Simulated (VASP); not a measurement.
AlN: single point with PBEsol

Crystal: AlN.

```
CELL_PARAMETERS angstrom
3.11369 0.00000 0.00000
-1.55685 2.69654 0.00000
0.00000 0.00000 4.98342
ATOMIC_POSITIONS crystal
Al 0.26107 0.66667 0.95636
Al 0.66667 0.33333 0.50151
N 0.33333 0.66667 0.38349
N 0.66667 0.33333 0.88349
```

This cell differs from its parent crystal: atom 1 (Al) moved by (-0.225, -0.225) A along x and z.

```json
{
 "Program": "VASP 6.6.1",
 "Task": "single point",
 "Functional": "PBEsol",
 "Potentials or basis": "VASP PAW PBE potentials, release 64 (Al, N)",
 "Cutoff": "600 eV",
 "k mesh": "12 × 12 × 6",
 "Occupations": "gaussian, width 0.05 eV",
 "Spin": "no spin polarisation",
 "Dipole correction": "no",
 "Further INCAR settings": "ALGO = Normal; EDIFF = 1e-06; NBANDS = 16"
}
```

The pressure is 6.9 GPa. The largest force is 6.841 eV/Å. The band gap on the k mesh is 3.49 eV.

Forces in eV/Å, atoms in the order of the input:
```
Al   5.446  2.008  3.620
Al  -0.165 -0.043 -1.735
N   -0.331  0.007 -0.201
N   -4.950 -1.971 -1.684
```

Stress tensor (GPa, compression positive):
```
15.03 15.11  5.39
15.11 10.54  2.81
 5.39  2.81 -4.98
```

Levels at points of the mesh, in eV from the valence-band top:
```csv
k point,band 6,band 7,band 8,band 9,band 10,band 11
"(0.00, 0.00, 0.00)",-0.33,-0.28,0.00,3.49,6.32,10.19
"(0.50, 0.00, 0.00)",-2.59,-2.01,-0.83,5.15,5.52,7.68
"(0.00, 0.50, 0.00)",-2.77,-1.88,-0.90,5.07,5.39,7.55
"(0.50, 0.50, 0.00)",-3.19,-1.75,-0.98,5.19,5.45,7.62
"(0.00, 0.00, 0.50)",-1.32,-0.37,-0.36,5.59,6.47,9.29
"(0.50, 0.00, 0.50)",-1.89,-1.28,-1.17,4.59,4.71,8.30
"(0.00, 0.50, 0.50)",-1.92,-1.33,-1.19,4.70,4.81,8.36
"(0.50, 0.50, 0.50)",-1.95,-1.31,-1.22,4.83,4.99,8.50
```

It took 7.8 min on 1 thread of Oxide Virtual Turin-like Processor (shared host), peak memory 0.38 GiB.

Caveat: the cell differs from its parent crystal (atom 1 (Al) moved by (-0.225, -0.225) A along x and z); the stress differs along the axes, from -5 to 15 GPa; the PAW data sets were made with another functional, which shifts forces and pressure a little. A k mesh can miss the band edges.
